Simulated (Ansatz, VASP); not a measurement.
**One calculation of InAs, two programs**

```
In As
1.0
     0.00000    2.73389    2.73389
     2.73389    0.00000    2.73389
     2.73389    2.73389    0.00000
In As
1 1
Direct
  0.00000 0.00000 0.00000
  0.50000 0.50000 0.50000
```

Alike in both runs: task relaxation of cell and atoms; functional PBE; k mesh 10 × 10 × 10; occupations fermi-dirac, width 0.05 eV; no spin polarisation.

|  | VASP | Ansatz |
| --- | --- | --- |
| version | VASP 6.6.1 | Ansatz 0.2.0 |
| potentials or method | VASP PAW PBE potentials, release 64 (In_d, As) | PAW with Ansatz's default frozen-core files, scalar-relativistic |
| plane-wave cutoff (eV) | 600 | 420 |
| valence electrons in the cell | 18 | 28 |

VASP gave:

| Quantity | Value |
| --- | --- |
| relaxed volume (Å³/atom) | 23.76 |
| relaxed length of the cell vector where the two differ most in proportion (Å) | 4.066 |

Q: What did Ansatz give for the same quantities?

A: Relaxed volume (Å³/atom): 23.75; relaxed length of the cell vector where the two differ most in proportion (Å): 4.065.

VASP's potentials hold 18 valence electrons a cell and Ansatz's 28, so a difference there can come from the potentials and not from the codes.

Noted on VASP's run: the volume moved by over 15 % at a fixed basis, so the end points are rough.
